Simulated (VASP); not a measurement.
# SnS2 (P-3m1) in VASP: settings compared

Aim: see how the results for SnS2 move with the level of theory and the settings. Levels: HSE06, PBE-based screened hybrid with 75 % exact exchange. Tasks: single point.

Program: VASP 6.6.1. These are calculated values, not measurements. Logs are shortened: lines on timing, memory, paths and dates and some standing lists are left out, and cuts for length are marked.

## Step 1: The cell of the first run

The structure is trigonal, space group P-3m1 (No. 164). The conventional cell has a = 3.661 Å, b = 3.661 Å, c = 5.962 Å, α = 90.00°, β = 90.00°, γ = 120.00°. Within 3.4 Å of Sn (site symmetry -3m) lie 6 S at 2.57 Å. Within 3.4 Å of S (site symmetry 3m) lie 3 Sn at 2.57 Å.

## Step 2: Single point, HSE06

Contents of POSCAR:

```
SnS2
1.0
    3.6607548086      0.0000000000      0.0000000000
   -1.8303774043      3.1703066613      0.0000000000
    0.0000000000      0.0000000000      5.9617808839
Sn S
1 2
Direct
    0.0000000000      0.0000000000      0.0000000000
    0.3333333333      0.6666666667      0.2455905344
    0.6666666667      0.3333333333      0.7544094656
```

Contents of INCAR.step1:

```
ALGO = Normal ; EDIFF = 1E-5
ENCUT = 400 ; GGA = PE
GGA_COMPAT = F ; ISIF = 2
ISMEAR = 0 ; LASPH = T
LREAL = F ; LWAVE = T
NBANDS = 20 ; NELM = 120
PREC = Accurate ; SIGMA = 0.01
```

Contents of INCAR.step2:

```
ALGO = Normal ; EDIFF = 1E-6
ENCUT = 400 ; GGA = PE
GGA_COMPAT = F ; HFSCREEN = 0.2079
ISIF = 2 ; ISMEAR = 0
ISTART = 1 ; LASPH = T
LCHARG = T ; LELF = T
LHFCALC = T ; LREAL = F
LVHAR = T ; LWAVE = F
NBANDS = 20 ; NELM = 120
PREC = Accurate ; PRECFOCK = Normal
SIGMA = 0.01
```

Contents of KPOINTS:

```
k-points
0
Gamma
  6 6 2
```

Potentials or basis: VASP PAW PBE potentials, release 64 (Sn_d, S).

On the command line:

```sh
$ cat potpaw_PBE.64/Sn_d/POTCAR potpaw_PBE.64/S/POTCAR > POTCAR
$ cp INCAR.step1 INCAR
$ mpirun -np 1 vasp_std > vasp.out
$ cp INCAR.step2 INCAR
$ mpirun -np 1 vasp_std > vasp.out
```

OUTCAR:

```text
EDIFF = 1E-6
   ENCUT = 400
   GGA = PE
   HFSCREEN = 0.2079
   ISIF = 2
   ISMEAR = 0
   ISTART = 1
   LASPH = T
   LHFCALC = T
   LREAL = F
   NELM = 120
   PREC = Accurate
   PRECFOCK = Normal

 ion  position               nearest neighbor table
   1  0.000  0.000  0.000-   2 2.57   3 2.57   3 2.57   2 2.57   3 2.57   2 2.57
   2  0.333  0.667  0.246-   1 2.57   1 2.57   1 2.57
   3  0.667  0.333  0.754-   1 2.57   1 2.57   1 2.57

  LATTYP: Found a hexagonal cell.
 ALAT       =     3.6607548086
 C/A-ratio  =     1.6285660187

  Lattice vectors:

 A1 = (   3.6607548086,   0.0000000000,   0.0000000000)
 A2 = (  -1.8303774043,   3.1703066613,   0.0000000000)
 A3 = (   0.0000000000,   0.0000000000,   5.9617808839)

Analysis of symmetry for initial positions (statically):
=====================================================================
 Subroutine PRICEL returns:
 Original cell was already a primitive cell.

 Routine SETGRP: Setting up the symmetry group for a
 hexagonal supercell.

 Subroutine GETGRP returns: Found 12 space group operations
 (whereof 12 operations were pure point group operations)
 out of a pool of 24 trial point group operations.

The static configuration has the point symmetry D_3d.

Analysis of symmetry for dynamics (positions and initial velocities):
=====================================================================
 Subroutine PRICEL returns:
 Original cell was already a primitive cell.

 Routine SETGRP: Setting up the symmetry group for a
 hexagonal supercell.

 Subroutine GETGRP returns: Found 12 space group operations
 (whereof 12 operations were pure point group operations)
 out of a pool of 24 trial point group operations.

The dynamic configuration has the point symmetry D_3d.

 Subroutine INISYM returns: Found 12 space group operations
 (whereof 12 operations are pure point group operations),
 and found     1 'primitive' translations

----------------------------------------------------------------------------------------

                                     Primitive cell

  volume of cell :      69.1907

  direct lattice vectors                    reciprocal lattice vectors
     3.660754809  0.000000000  0.000000000     0.273167708  0.157713450  0.000000000
    -1.830377404  3.170306661  0.000000000     0.000000000  0.315426899  0.000000000
     0.000000000  0.000000000  5.961780884     0.000000000  0.000000000  0.167735115

  length of vectors
     3.660754809  3.660754809  5.961780884     0.315426899  0.315426899  0.167735115

  position of ions in fractional coordinates (direct lattice)
     0.000000000  0.000000000  0.000000000
     0.333333333  0.666666667  0.245590534
     0.666666667  0.333333333  0.754409466

  ion indices of the primitive-cell ions
   primitive index   ion index
                 1           1
                 2           2
                 3           3

----------------------------------------------------------------------------------------

 KPOINTS: k-points

Automatic generation of k-mesh.
 Grid dimensions read from file:
 generate k-points for:    6    6    2

 Generating k-lattice:

  Cartesian coordinates                     Fractional coordinates (reciprocal lattice)
     0.045527951  0.026285575  0.000000000     0.166666667  0.000000000  0.000000000
     0.000000000  0.052571150  0.000000000     0.000000000  0.166666667  0.000000000
     0.000000000  0.000000000  0.083867557     0.000000000  0.000000000  0.500000000

  Length of vectors
     0.052571150  0.052571150  0.083867557

  Shift w.r.t. Gamma in fractional coordinates (k-lattice)
     0.000000000  0.000000000  0.000000000

 Subroutine IBZKPT returns following result:
 ===========================================

 Found     14 irreducible k-points:

 Following reciprocal coordinates:
            Coordinates               Weight
  0.000000  0.000000  0.000000      1.000000
  0.166667 -0.000000  0.000000      6.000000
  0.333333 -0.000000  0.000000      6.000000
  0.500000 -0.000000  0.000000      3.000000
  0.166667  0.166667  0.000000      6.000000
  0.333333  0.166667  0.000000     12.000000
  0.333333  0.333333  0.000000      2.000000
  0.000000  0.000000  0.500000      1.000000
  0.166667 -0.000000  0.500000      6.000000
  0.333333 -0.000000  0.500000      6.000000
  0.500000 -0.000000  0.500000      3.000000
  0.166667  0.166667  0.500000      6.000000
  0.333333  0.166667  0.500000     12.000000
  0.333333  0.333333  0.500000      2.000000
   k-points           NKPTS =     14   k-points in BZ     NKDIM =     72   number of bands    NBANDS=     20
   number of dos      NEDOS =    301   number of ions     NIONS =      3
   total plane-waves  NPLWV =  23040
   dimension x,y,z NGX =    24 NGY =   24 NGZ =   40
   dimension x,y,z NGXF=    48 NGYF=   48 NGZF=   80
   ions per type =               1   2
   NGX,Y,Z   is equivalent  to a cutoff of  10.90, 10.90, 11.15 a.u.
   NGXF,Y,Z  is equivalent  to a cutoff of  21.80, 21.80, 22.31 a.u.
 SYSTEM =  unknown system
   PREC   = accura    normal or accurate (medium, high low for compatibility)
   ISTART =      1    job   : 0-new  1-cont  2-samecut
   ICHARG =      0    charge: 1-file 2-atom 10-const
   ISPIN  =      1    spin polarized calculation?
   LNONCOLLINEAR =      F non collinear calculations
   LSORBIT =      F    spin-orbit coupling
   LASPH  =      T    aspherical Exc in radial PAW
   ENCUT  =  400.0 eV  29.40 Ry    5.42 a.u.   5.97  5.97  9.72*2*pi/ulx,y,z
   NELM   =    120;   NELMIN=  2; NELMDL=  0     # of ELM steps
   EDIFF  = 0.1E-05   stopping-criterion for ELM
   LREAL  =      F    real-space projection
   EDIFFG = 0.1E-04   stopping-criterion for IOM
   NSW    =      0    number of steps for IOM
   IBRION =     -1    ionic relax: 0-MD 1-quasi-New 2-CG
   NFREE  =      0    steps in history (QN), initial steepest desc. (CG)
   ISIF   =      2    stress and relaxation
   ISYM   =      3    0-nonsym 1-usesym 2-fastsym
   POTIM  = 0.5000    time-step for ionic-motion
   TEBEG  =    0.0;   TEEND  =   0.0 temperature during run
   PSTRESS=    0.0 pullay stress
   NELECT =      26.0000    total number of electrons
   NUPDOWN=      -1.0000    fix difference up-down
   EMIN   =  10.00;   EMAX   =-10.00  energy-range for DOS
   EFERMI =   0.00;   METHOD = LEGACY
   ISMEAR =     0;   SIGMA  =   0.01  broadening in eV -4-tet -1-fermi 0-gaus
   EFERMI_NEDOS =   21; number of points for ismear=-14 and -15
   IALGO  =     38    algorithm
   IMIX   =      1    mixing-type and parameters
     AMIX     =   0.40;   BMIX     =  1.00
     AMIX_MAG =   1.60;   BMIX_MAG =  1.00
  volume/ion in A,a.u.               =      23.06       155.64
  Fermi-wavevector in a.u.,A,eV,Ry     =   1.181363  2.232452 18.988538  1.395618
  Thomas-Fermi vector in A             =   2.317638
   LORBIT       =      0    0 simple, 1 ext, 2 COOP (PROOUT), +10 PAW based schemes
   GGA     = PE    functional components
   LHFCALC =     T    Hartree Fock is set to
   PRECFOCK=normal    Normal, Fast or Accurate (Low or Medium for compatibility)
   ENCUT4O =  -1.0   cutoff for four orbital integrals eV
   NKREDX  =     1    reduce k-point grid by
   NKREDY  =     1    reduce k-point grid by
   NKREDZ  =     1    reduce k-point grid by
   AEXX    =    0.2500 exact exchange contribution
   HFSCREEN=    0.2079 screening length (either q_TF or 0.3 A-1)
   HFSCREENC=   0.2079 screening length for correlation (either q_TF or 0.3 A-1)
   ENCUTFOCK=  -1.0 apply spherical cutoff to Coloumb kernel
   IVDW    =     0    specifies the selected vdW correction
   LEPSILON=     F    determine dielectric tensor
   LRPA    =     F    only Hartree local field effects (RPA)
 non-spin polarized calculation
 Gauss-broadening in eV      SIGMA  =   0.01
  energy-cutoff  :      400.00
  volume of cell :       69.19
 maximum number of plane-waves:      1272
 NGX is ok and might be reduce to    24
  NGX = 18; NGY = 18; NGZ = 30

 number of electron      26.0000001 magnetization

 Free energy of the ion-electron system (eV)
  ---------------------------------------------------
  ext. energy  EPLUGINS =         0.00000000
  ---------------------------------------------------
  free energy    TOTEN  =       -16.19525412 eV

  energy without entropy =      -16.19525412  energy(sigma->0) =      -16.19525412

 E-fermi :   3.9002     XC(G=0):  -7.8969

 val. band max:        3.7620478288   @ k =   0.0000   0.0000   0.0000
 cond. band min:       6.1895504161   @ k =   0.5000  -0.0000   0.5000
 fundamental gap:      2.4275025873
 Fermi energy:         3.9002089627

 k-point     1 :       0.0000    0.0000    0.0000
  band No.  band energies     occupation
      1     -19.0273      2.00000
      2     -19.0273      2.00000
      3     -18.9662      2.00000
      4     -18.9402      2.00000
      5     -18.9402      2.00000
      6     -11.2540      2.00000
[... 12 lines left out ...]
     19      14.5252      0.00000
     20      14.5252      0.00000

 k-point     2 :       0.1667   -0.0000    0.0000
  band No.  band energies     occupation
      1     -19.0478      2.00000
      2     -19.0156      2.00000
      3     -18.9566      2.00000
      4     -18.9457      2.00000
      5     -18.9357      2.00000
      6     -10.9231      2.00000
[... 12 lines left out ...]
     19      14.0192      0.00000
     20      14.8505      0.00000

 k-point     3 :       0.3333   -0.0000    0.0000
  band No.  band energies     occupation
      1     -19.0925      2.00000
      2     -19.0023      2.00000
      3     -18.9675      2.00000
      4     -18.9227      2.00000
      5     -18.9161      2.00000
      6     -10.0251      2.00000
[... 12 lines left out ...]
     19      14.3795      0.00000
     20      15.3362      0.00000

 k-point     4 :       0.5000   -0.0000    0.0000
  band No.  band energies     occupation
      1     -19.1154      2.00000
      2     -19.0002      2.00000
      3     -18.9746      2.00000
      4     -18.9088      2.00000
      5     -18.9016      2.00000
      6      -9.2201      2.00000
[... 12 lines left out ...]
     19      15.4291      0.00000
     20      16.0096      0.00000

 k-point     5 :       0.1667    0.1667    0.0000
  band No.  band energies     occupation
      1     -19.0713      2.00000
      2     -19.0138      2.00000
      3     -18.9546      2.00000
      4     -18.9442      2.00000
      5     -18.9178      2.00000
      6     -10.3008      2.00000
[... 12 lines left out ...]
     19      12.6071      0.00000
     20      15.6850      0.00000

 k-point     6 :       0.3333    0.1667    0.0000
  band No.  band energies     occupation
      1     -19.0934      2.00000
      2     -19.0183      2.00000
      3     -18.9610      2.00000
      4     -18.9229      2.00000
      5     -18.9062      2.00000
      6      -9.3155      2.00000
[... 12 lines left out ...]
     19      14.0141      0.00000
     20      15.4717      0.00000

 k-point     7 :       0.3333    0.3333    0.0000
  band No.  band energies     occupation
      1     -19.0590      2.00000
      2     -19.0590      2.00000
      3     -18.9347      2.00000
      4     -18.9347      2.00000
      5     -18.9152      2.00000
      6      -8.6225      2.00000
[... 12 lines left out ...]
     19      13.9081      0.00000
     20      13.9081      0.00000
[... 47 lines left out ...]
 k-point    10 :       0.3333   -0.0000    0.5000
  band No.  band energies     occupation
      1     -19.0927      2.00000
      2     -19.0023      2.00000
      3     -18.9675      2.00000
      4     -18.9225      2.00000
      5     -18.9161      2.00000
      6      -9.8839      2.00000
[... 12 lines left out ...]
     19      15.1569      0.00000
     20      15.5570      0.00000

 k-point    11 :       0.5000   -0.0000    0.5000
  band No.  band energies     occupation
      1     -19.1157      2.00000
      2     -19.0002      2.00000
      3     -18.9748      2.00000
      4     -18.9086      2.00000
      5     -18.9017      2.00000
      6      -9.1258      2.00000
[... 12 lines left out ...]
     19      15.8521      0.00000
     20      16.6279      0.00000

 k-point    12 :       0.1667    0.1667    0.5000
  band No.  band energies     occupation
      1     -19.0715      2.00000
      2     -19.0138      2.00000
      3     -18.9546      2.00000
      4     -18.9441      2.00000
      5     -18.9177      2.00000
      6     -10.1514      2.00000
[... 12 lines left out ...]
     19      13.6559      0.00000
     20      14.7531      0.00000

 k-point    13 :       0.3333    0.1667    0.5000
  band No.  band energies     occupation
      1     -19.0936      2.00000
      2     -19.0184      2.00000
      3     -18.9610      2.00000
      4     -18.9228      2.00000
      5     -18.9061      2.00000
      6      -9.2100      2.00000
[... 12 lines left out ...]
     19      14.2762      0.00000
     20      15.2528      0.00000

 k-point    14 :       0.3333    0.3333    0.5000
  band No.  band energies     occupation
      1     -19.0592      2.00000
      2     -19.0592      2.00000
      3     -18.9348      2.00000
      4     -18.9348      2.00000
      5     -18.9150      2.00000
      6      -8.6054      2.00000
[... 12 lines left out ...]
     19      14.5638      0.00000
     20      14.6366      0.00000

------------------------ aborting loop because EDIFF is reached ----------------------------------------

  FORCE on cell =-STRESS in cart. coord.  units (eV):
  Direction    XX          YY          ZZ          XY          YZ          ZX
  --------------------------------------------------------------------------------------
  -------------------------------------------------------------------------------------
  Total       -0.1277658     -0.1277658     -0.1484845      0.0000000      0.0000000      0.0000000
  in kB       -2.9585387     -2.9585387     -3.4383002      0.0000000      0.0000000      0.0000000
  external PRESSURE =      -3.1184592 kB  Pullay stress =       0.0000000 kB

 VOLUME and BASIS-vectors are now :
 -----------------------------------------------------------------------------
  energy-cutoff  :      400.00
  volume of cell :       69.19
      direct lattice vectors                 reciprocal lattice vectors
     3.660754809  0.000000000  0.000000000     0.273167708  0.157713450  0.000000000
    -1.830377404  3.170306661  0.000000000     0.000000000  0.315426899  0.000000000
     0.000000000  0.000000000  5.961780884     0.000000000  0.000000000  0.167735115

 POSITION                                       TOTAL-FORCE (eV/Angst)
 -----------------------------------------------------------------------------------
      0.00000      0.00000      0.00000        -0.000000     -0.000000      0.000000
     -0.00000      2.11354      1.46416         0.000000      0.000000     -0.265307
      1.83038      1.05677      4.49762        -0.000000     -0.000000      0.265307
 -----------------------------------------------------------------------------------
    total drift:                                0.000001     -0.000000     -0.000002

  FREE ENERGIE OF THE ION-ELECTRON SYSTEM (eV)
  ---------------------------------------------------
  free  energy   TOTEN  =       -16.1952541211 eV

  energy  without entropy=      -16.1952541211  energy(sigma->0) =      -16.19525412
```

It took 35 min on 1 thread of Intel Xeon Platinum 8375C at 2.90GHz (Ice Lake), shared host; peak memory 0.27 GiB.

What came out:

```yaml
Free_energy: -16.1953 eV
Pressure: -0.3 GPa
Largest_force: 0.265 eV/Å
Band_gap_on_the_k_mesh: 2.43 eV (least direct gap 2.80 eV)
```

Forces on the atoms (eV/Å):
```
Sn   0.000  0.000  0.000
S    0.000  0.000 -0.265
S    0.000  0.000  0.265
```

Levels at points of the mesh, in eV from the valence-band top:
```
           k point  band 10  band 11  band 12  band 13  band 14  band 15  band 16  band 17
(0.00, 0.00, 0.00)    -0.60    -0.26    -0.26     0.00     2.96     4.67     6.59     6.59
(0.50, 0.00, 0.00)    -2.81    -2.65    -0.91    -0.21     2.59     5.59     7.09     7.44
(0.00, 0.00, 0.50)    -0.68    -0.68    -0.14    -0.14     4.09     4.74     6.34     6.34
(0.50, 0.00, 0.50)    -2.50    -1.90    -0.68    -0.52     2.43     5.81     6.77     7.48
```

Caveat: the k points lie up to 0.53 Å⁻¹ apart; the PAW data sets were made with another functional, which shifts forces and pressure a little; spin-orbit coupling is left out, which moves the levels of the heavy elements; this functional lacks dispersion, which binds the layers, so the pressure and a relaxed spacing across them are unreliable.

(Part 1 of 2 ends here.)
